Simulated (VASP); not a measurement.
Write the native input for VASP 6.6.1 that does the following.

```
Task                               : single point
Functional                         : r2SCAN50
Potentials or basis                : VASP PAW PBE potentials, release 64 (Ta_pv)
Cutoff                             : 520 eV
k mesh                             : 6 × 6 × 6
Occupations                        : fermi-dirac, width 0.05 eV
Spin                               : no spin polarisation
Dipole correction                  : no
Grid for exact exchange (PRECFOCK) : Normal
Further INCAR settings             : ALGO = Normal; EDIFF = 1e-06; NBANDS = 12
```

The system is Ta.

```xyz
1
Lattice="-1.6290 1.6290 1.6290 1.6290 -1.6290 1.6290 1.6290 1.6290 -1.6290" Properties=species:S:1:pos:R:3 pbc="T T T"
Ta    0.0000    0.0000    0.0000
```

The input as run:

POSCAR

```
Ta
1.0
   -1.6289626696      1.6289626696      1.6289626696
    1.6289626696     -1.6289626696      1.6289626696
    1.6289626696      1.6289626696     -1.6289626696
Ta
1
Direct
    0.0000000000      0.0000000000      0.0000000000
```

INCAR.step1

```
  PREC = Accurate
  ENCUT = 520
  EDIFF = 1E-5
  ISMEAR = -1
  SIGMA = 0.05
  LREAL = F
  LASPH = T
  NELM = 60
  ALGO = Normal
  ISIF = 2
  LWAVE = T
  LCHARG = F
  NBANDS = 12
  GGA = PE
```

INCAR.step2

```
  PREC = Accurate
  ENCUT = 520
  EDIFF = 1E-6
  ISMEAR = -1
  SIGMA = 0.05
  LREAL = F
  LASPH = T
  NELM = 60
  ALGO = Normal
  ISIF = 2
  LWAVE = F
  LCHARG = F
  METAGGA = R2SCAN
  LHFCALC = T
  AEXX = 0.5
  LMIXTAU = T
  PRECFOCK = Normal
  NBANDS = 12
  ISTART = 1
```

KPOINTS

```
regular mesh
0
Gamma
  6 6 6
```

Potentials or basis: VASP PAW PBE potentials, release 64 (Ta_pv).

Run with:

```sh
$ cat potpaw_PBE.64/Ta_pv/POTCAR > POTCAR
$ cp INCAR.step1 INCAR
$ mpirun -np 1 vasp_std > vasp.out
$ cp INCAR.step2 INCAR
$ mpirun -np 1 vasp_std > vasp.out
```

Results of the run:

```json
{"Pressure": "9.7 GPa"}
```

Caveat: the k points lie up to 0.45 Å⁻¹ apart; the PAW data sets were made with another functional, which shifts forces and pressure a little.

Run time: 4.5 min on 1 thread of AMD EPYC 9R45 96-Core Processor (Zen 5) (shared host), peak memory 0.13 GiB.
